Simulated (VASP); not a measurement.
Here is a VASP 6.6.1 calculation.

The input INCAR:

```
SYSTEM = MgO
PREC     = Accurate       ! precision mode
ENCUT    = 520            ! plane-wave cutoff, eV
EDIFF    = 1E-6           ! SCF threshold, eV
ISMEAR   = 0              ! smearing method
SIGMA    = 0.05           ! smearing width, eV
LREAL    = .FALSE.        ! projectors in reciprocal space
LASPH    = .TRUE.         ! aspherical terms in the spheres
NELM     = 60             ! most SCF steps
ALGO     = Normal         ! electronic algorithm
ISIF     = 2              ! what is computed and relaxed
LWAVE    = .FALSE.        ! write WAVECAR
LCHARG   = .TRUE.         ! write CHGCAR
GGA      = PE             ! functional
LELF     = .TRUE.         ! ELF
LVHAR    = .TRUE.       
NBANDS   = 16             ! bands
```

KPOINTS

```
Automatic mesh
0
G
  9 9 6
  0 0 0
```

The input POSCAR:

```
MgO
1.0
    3.4284722802      0.0000000000      0.0000000000
   -1.7142361401      2.9691440908      0.0000000000
    0.0000000000      0.0000000000      4.4720992423
Mg O
2 2
Direct
    0.6666666667      0.3333333333      0.7500000000
    0.3333333333      0.6666666667      0.2500000000
    0.6666666667      0.3333333333      0.2500000000
    0.3333333333      0.6666666667      0.7500000000
```

Potentials or basis: VASP PAW PBE potentials, release 64 (Mg, O).

The run is started by

```console
$ cat potpaw_PBE.64/Mg/POTCAR potpaw_PBE.64/O/POTCAR > POTCAR
$ mpirun -np 1 vasp_std > vasp.out
```

(1) What does it give for the pressure?

(2) Predict the band gap on the k mesh.

Results:

(1) 0.7 GPa.

(2) 3.16 eV, direct.
